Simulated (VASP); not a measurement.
# BN (Imm2) in VASP: further runs, part 2 of 2

VASP 6.6.1. Earlier steps stand in the parts before.

### 4 Single point, PBE+D3(BJ) (atom 1 (B) moved +0.200 Å towards its neighbour atom 5 (N) at 1.447 Å)

The input, INCAR:

```
ALGO = Normal ; EDIFF = 1E-6
ENCUT = 520 ; GGA = PE
ISIF = 2 ; ISMEAR = 0
IVDW = 12 ; LASPH = T
LCHARG = F ; LREAL = F
LWAVE = F ; NBANDS = 26
NELM = 80 ; PREC = Accurate
SIGMA = 0.05
```

The input, KPOINTS:

```
k-points
0
Gamma
  6 6 6
```

The input, POSCAR:

```
BN
1.0
    0.0000000000      0.0000000000      4.3376638211
    2.5076849351      3.3394821895      2.1688319106
   -2.5076849351      3.3394821895      2.1688319106
B N
4 4
Direct
    0.4539991050      0.7500000000      0.2500000000
    0.5001068737      0.2500000000      0.7500000000
    0.0001068737      0.5000000000      0.5000000000
    0.0001068737      1.0000000000      0.0000000000
    0.1665931163      0.7500000000      0.2500000000
    0.1665931163      0.2500000000      0.7500000000
    0.6665931163      0.5000000000      0.5000000000
    0.6665931163      0.0000000000      0.0000000000
```

Potentials or basis: VASP PAW PBE potentials, release 64 (B, N).

Run with:

```
$ cat potpaw_PBE.64/B/POTCAR potpaw_PBE.64/N/POTCAR > POTCAR
$ mpirun -np 1 vasp_std > vasp.out
```

OUTCAR:

```text
EDIFF = 1E-6
   ENCUT = 520
   GGA = PE
   ISIF = 2
   ISMEAR = 0
   IVDW = 12
   LASPH = T
   LREAL = F
   NELM = 80
   PREC = Accurate
 IVDW          = 12

 ion  position               nearest neighbor table
   1  0.454  0.750  0.250-   5 1.25   7 1.56   8 1.56
   2  0.500  0.250  0.750-   6 1.45   8 1.45   7 1.45
   3  0.000  0.500  0.500-   7 1.45   6 1.45   5 1.45
   4  0.000  0.000  0.000-   8 1.45   5 1.45   6 1.45
   5  0.167  0.750  0.250-   1 1.25   4 1.45   3 1.45
   6  0.167  0.250  0.750-   2 1.45   3 1.45   4 1.45
   7  0.667  0.500  0.500-   3 1.45   2 1.45   1 1.56
   8  0.667  0.000  0.000-   4 1.45   2 1.45   1 1.56

  LATTYP: Found a body centered orthorhombic cell.
 ALAT       =     4.3376638211
 B/A-ratio  =     1.1562375687
 C/A-ratio  =     1.5397607225

  Lattice vectors:

 A1 = (  -2.5076849351,  -3.3394821895,  -2.1688319106)
 A2 = (   2.5076849351,  -3.3394821895,   2.1688319105)
 A3 = (  -2.5076849351,   3.3394821895,   2.1688319106)

[... 191 lines left out ...]
 cond. band min:       5.6592064733   @ k =   0.0000   0.0000   0.0000
 fundamental gap:      3.2432151102
 Fermi energy:         2.6849260580

 k-point     1 :       0.0000    0.0000    0.0000
  band No.  band energies     occupation
      1     -15.7471      2.00000
      2     -13.1668      2.00000
      3     -12.0837      2.00000
      4     -11.9126      2.00000
      5      -6.6261      2.00000
      6      -5.8370      2.00000
[... 685 lines left out ...]
     25      14.1943      0.00000
     26      14.7590      0.00000

 [... further k-points ...]

------------------------ aborting loop because EDIFF is reached ----------------------------------------

 Edisp (eV)   -1.11953

 E8    (eV) :    -0.3278

  FORCE on cell =-STRESS in cart. coord.  units (eV):
  Direction    XX          YY          ZZ          XY          YZ          ZX
  --------------------------------------------------------------------------------------
  -------------------------------------------------------------------------------------
  Total      -0.61911    -0.10893     7.48533     0.00000    -0.00000     0.00000
  in kB     -13.65332    -2.40224   165.07591     0.00000    -0.00000     0.00000
  external pressure =       49.67 kB  Pullay stress =        0.00 kB

 VOLUME and BASIS-vectors are now :
 -----------------------------------------------------------------------------
  energy-cutoff  :      520.00
  volume of cell :       72.65
      direct lattice vectors                 reciprocal lattice vectors
     0.000000000  0.000000000  4.337663821     0.000000000 -0.149723811  0.230538843
     2.507684935  3.339482189  2.168831911     0.199387089  0.149723811  0.000000000
    -2.507684935  3.339482189  2.168831911    -0.199387089  0.149723811  0.000000000

 POSITION                                       TOTAL-FORCE (eV/Angst)
 -----------------------------------------------------------------------------------
      1.25384      3.33948      4.13813         0.000000      0.000000     13.817292
     -1.25384      3.33948      4.33813         0.000000      0.000000      0.841370
      0.00000      3.33948      2.16930        -0.502560      0.000000     -1.279518
      0.00000      0.00000      0.00046         0.502560      0.000000     -1.279518
      1.25384      3.33948      2.89146         0.000000      0.000000     -8.621581
     -1.25384      3.33948      2.89146         0.000000     -0.000000     -0.248204
      0.00000      3.33948      5.06029         0.792438      0.000000     -1.614921
      0.00000      0.00000      2.89146        -0.792438      0.000000     -1.614921
 -----------------------------------------------------------------------------------
    total drift:                               -0.000000     -0.000012     -0.000324

  FREE ENERGIE OF THE ION-ELECTRON SYSTEM (eV)
  ---------------------------------------------------
  free  energy   TOTEN  =       -70.2007926230 eV

  energy  without entropy=      -70.2007926230  energy(sigma->0) =      -70.20079262
```

OSZICAR:

```text
N       E                     dE             d eps       ncg     rms          rms(c)
DAV:   1     0.131874204140E+03    0.13187E+03   -0.16412E+04  2392   0.116E+03
DAV:   2    -0.667215849118E+02   -0.19860E+03   -0.18679E+03  3206   0.272E+02
DAV:   3    -0.764561557226E+02   -0.97346E+01   -0.96617E+01  3246   0.594E+01
DAV:   4    -0.765620271561E+02   -0.10587E+00   -0.10579E+00  3008   0.692E+00
DAV:   5    -0.765635285335E+02   -0.15014E-02   -0.15010E-02  3200   0.800E-01    0.163E+01
DAV:   6    -0.698409179825E+02    0.67226E+01   -0.14844E+01  2804   0.223E+01    0.732E+00
DAV:   7    -0.692404848772E+02    0.60043E+00   -0.12090E+00  3140   0.656E+00    0.451E+00
DAV:   8    -0.690794366292E+02    0.16105E+00   -0.45266E-01  3072   0.366E+00    0.568E-01
DAV:   9    -0.690793743657E+02    0.62263E-04   -0.19699E-02  2996   0.920E-01    0.296E-01
DAV:  10    -0.690810075510E+02   -0.16332E-02   -0.25126E-03  2850   0.318E-01    0.653E-02
DAV:  11    -0.690812037554E+02   -0.19620E-03   -0.25986E-04  3026   0.106E-01    0.345E-02
DAV:  12    -0.690812551620E+02   -0.51407E-04   -0.51528E-05  2748   0.462E-02    0.101E-02
DAV:  13    -0.690812601728E+02   -0.50108E-05   -0.53168E-06  3074   0.160E-02    0.242E-03
DAV:  14    -0.690812604836E+02   -0.31085E-06   -0.54898E-07  2012   0.497E-03
   1 F= -.70200793E+02 E0= -.70200793E+02  d E =-.142466E-15
```

Run time: 38 s. Hardware: 1 thread of Intel Xeon 6975P-C (Granite Rapids), shared host; peak memory 0.22 GiB.

Results:

```yaml
Free_energy: -70.2008 eV
Pressure: 5.0 GPa
Largest_force: 13.817 eV/Å
Band_gap_on_the_k_mesh: 3.24 eV (least direct gap 3.64 eV)
Dispersion_energy_per_atom: -0.140 eV
```

Forces on the atoms (eV/Å):
```
B    0.000  0.000 13.817
B    0.000  0.000  0.841
B   -0.503  0.000 -1.280
B    0.503  0.000 -1.280
N    0.000  0.000 -8.622
N    0.000  0.000 -0.248
N    0.792  0.000 -1.615
N   -0.792  0.000 -1.615
```

Caveat: the cell differs from its parent crystal (atom 1 (B) moved +0.200 Å towards its neighbour atom 5 (N) at 1.447 Å); the cell stands under pressure; forces of over 1 eV/Å act on the atoms, so gaps and moduli don't describe the material at rest.

### 5 Single point, PBE+D3(BJ) (atom 1 (B) moved -0.133 Å towards its neighbour atom 5 (N) at 1.447 Å)

The input, INCAR:

```
SYSTEM = BN
PREC     = Accurate       ! precision mode
ENCUT    = 520            ! plane-wave cutoff, eV
EDIFF    = 1E-7           ! SCF threshold, eV
ISMEAR   = 0              ! smearing method
SIGMA    = 0.05           ! smearing width, eV
LREAL    = .FALSE.        ! projectors in reciprocal space
LASPH    = .TRUE.         ! aspherical terms in the spheres
NELM     = 100            ! most SCF steps
ALGO     = Normal         ! electronic algorithm
ISIF     = 2              ! what is computed and relaxed
LWAVE    = .FALSE.        ! write WAVECAR
LCHARG   = .FALSE.        ! write CHGCAR
GGA      = PE             ! functional
IVDW     = 12             ! dispersion correction
NBANDS   = 26             ! bands
```

The input, KPOINTS:

```
regular mesh
0
G
  6 6 6
  0 0 0
```

POSCAR: that of step 4 with these lines changed.

```diff
@@ -8,3 +8,3 @@
 Direct
-    0.4539991050      0.7500000000      0.2500000000
+    0.5308377015      0.7500000000      0.2500000000
     0.5001068737      0.2500000000      0.7500000000
```

Run with:

```
$ cat potpaw_PBE.64/B/POTCAR potpaw_PBE.64/N/POTCAR > POTCAR
$ mpirun -np 1 vasp_std > vasp.out
```

It took 40 s on 1 thread of Intel Xeon 6975P-C (Granite Rapids), shared host; peak memory 0.23 GiB.

It converged, with:

- Free energy: -71.0394 eV
- Pressure: 1.6 GPa
- Largest force: 5.402 eV/Å
- Band gap on the k mesh: 3.88 eV
- Dispersion energy per atom: -0.140 eV

Forces on the atoms (eV/Å):
```
B    0.000  0.000 -5.402
B    0.000  0.000 -0.518
B    0.181  0.000  0.753
B   -0.181  0.000  0.753
N    0.000  0.000  1.546
N    0.000  0.000  0.207
N   -1.227  0.000  1.330
N    1.227  0.000  1.330
```

Stress tensor (GPa, compression positive):
```
 5.65  0.00  0.00
 0.00 -0.26  0.00
 0.00  0.00 -0.68
```

Levels at points of the mesh, in eV from the valence-band top:
```csv
k point,band 12,band 13,band 14,band 15,band 16,band 17,band 18,band 19,band 20,band 21
"(0.00, 0.00, 0.00)",-1.97,-1.86,-1.75,-1.46,-1.03,3.88,5.06,5.68,5.93,9.66
"(0.50, 0.00, 0.00)",-3.73,-3.59,-2.87,-1.25,-0.74,4.28,4.61,8.02,8.06,8.98
"(0.00, 0.50, 0.00)",-4.12,-3.08,-2.44,-0.44,-0.35,4.55,4.92,8.05,8.13,10.76
"(0.50, 0.50, 0.00)",-3.72,-3.67,-3.44,-2.05,-1.67,7.13,7.29,7.40,7.66,8.15
"(0.00, 0.50, 0.50)",-1.78,-1.02,-0.93,-0.67,-0.31,5.13,5.42,6.26,9.25,10.04
```

Caveat: the cell differs from its parent crystal (atom 1 (B) moved -0.133 Å towards its neighbour atom 5 (N) at 1.447 Å); forces of over 1 eV/Å act on the atoms, so gaps and moduli don't describe the material at rest.

### 6 Single point, PBE+D3(BJ) (atom 1 (B) moved +0.167 Å towards its neighbour atom 5 (N) at 1.447 Å)

The input, INCAR:

```
SYSTEM = BN
ALGO = Normal
EDIFF = 1E-7
ENCUT = 520
GGA = PE
ISIF = 2
ISMEAR = 0
IVDW = 12
LASPH = .TRUE.
LCHARG = .FALSE.
LREAL = .FALSE.
LWAVE = .FALSE.
NBANDS = 26
NELM = 80
PREC = Accurate
SIGMA = 0.05
```

The input, KPOINTS:

```
k-points
0
G
  6 6 6
  0 0 0
```

POSCAR: that of step 5 with these lines changed.

```diff
@@ -8,3 +8,3 @@
 Direct
-    0.5308377015      0.7500000000      0.2500000000
+    0.4616760485      0.7500000000      0.2500000000
     0.5001068737      0.2500000000      0.7500000000
```

Potentials or basis: VASP PAW PBE potentials, release 64 (B, N).

Run with:

```
$ cat potpaw_PBE.64/B/POTCAR potpaw_PBE.64/N/POTCAR > POTCAR
$ mpirun -np 1 vasp_std > vasp.out
```

It took 40 s on 1 thread of Intel Xeon 6975P-C (Granite Rapids), shared host; peak memory 0.22 GiB.

The run converged. Its results:

```yaml
Free_energy: -70.6089 eV
Pressure: 3.3 GPa
Largest_force: 10.766 eV/Å
Band_gap_on_the_k_mesh: 3.29 eV (least direct gap 3.67 eV)
Dispersion_energy_per_atom: -0.140 eV
```

Forces on the atoms (eV/Å):
```
B    0.000  0.000 10.766
B    0.000  0.000  0.701
B   -0.397  0.000 -1.052
B    0.397  0.000 -1.052
N    0.000  0.000 -6.338
N    0.000  0.000 -0.214
N    0.738  0.000 -1.405
N   -0.738  0.000 -1.405
```

Stress tensor (GPa, compression positive):
```
-1.61  0.00  0.00
 0.00 -0.21  0.00
 0.00  0.00 11.85
```

Levels at points of the mesh, in eV from the valence-band top:
| k point | band 12 | band 13 | band 14 | band 15 | band 16 | band 17 | band 18 | band 19 | band 20 | band 21 |
| --- | --- | --- | --- | --- | --- | --- | --- | --- | --- | --- |
| (0.00, 0.00, 0.00) | -2.31 | -1.93 | -1.69 | -1.43 | -0.92 | 3.29 | 4.99 | 5.89 | 6.35 | 9.71 |
| (0.50, 0.00, 0.00) | -3.55 | -3.50 | -2.20 | -1.53 | -0.87 | 4.42 | 4.89 | 7.80 | 7.93 | 9.13 |
| (0.00, 0.50, 0.00) | -3.84 | -3.63 | -2.94 | -0.39 | -0.27 | 4.26 | 4.55 | 8.07 | 8.12 | 10.48 |
| (0.50, 0.50, 0.00) | -3.97 | -3.97 | -3.42 | -2.13 | -1.70 | 6.88 | 7.18 | 7.49 | 7.68 | 7.98 |
| (0.00, 0.50, 0.50) | -1.92 | -1.34 | -0.96 | -0.54 | -0.27 | 5.27 | 5.57 | 5.79 | 9.33 | 9.97 |

Caveat: the cell differs from its parent crystal (atom 1 (B) moved +0.167 Å towards its neighbour atom 5 (N) at 1.447 Å); the cell stands under pressure; forces of over 1 eV/Å act on the atoms, so gaps and moduli don't describe the material at rest. A k mesh can miss the band edges.

### 7 The runs side by side

| cell | gap on the mesh (eV) | pressure (GPa) | largest force (eV/Å) |
| --- | --- | --- | --- |
| as given, atomic positions A | 4.00 | 3.2 | 7.37 |
| as given, atomic positions B | 3.35 | 2.1 | 8.08 |
| as given, atomic positions C | 3.24 | 5.0 | 13.82 |
| as given, atomic positions D | 3.88 | 1.6 | 5.40 |
| as given, atomic positions E | 3.29 | 3.3 | 10.77 |

Alike in all rows: task single point; level PBE+D3(BJ); potentials or basis VASP PAW PBE potentials, release 64 (B, N); no spin polarisation; k mesh 6 × 6 × 6; cutoff (eV) 520; smearing gaussian 0.05 eV.

Caveats: forces of over 1 eV/Å act on the atoms, so gaps and moduli don't describe the material at rest; the cell stands under pressure (at least some runs).

Absolute energies hang on the potentials; compare differences alone.
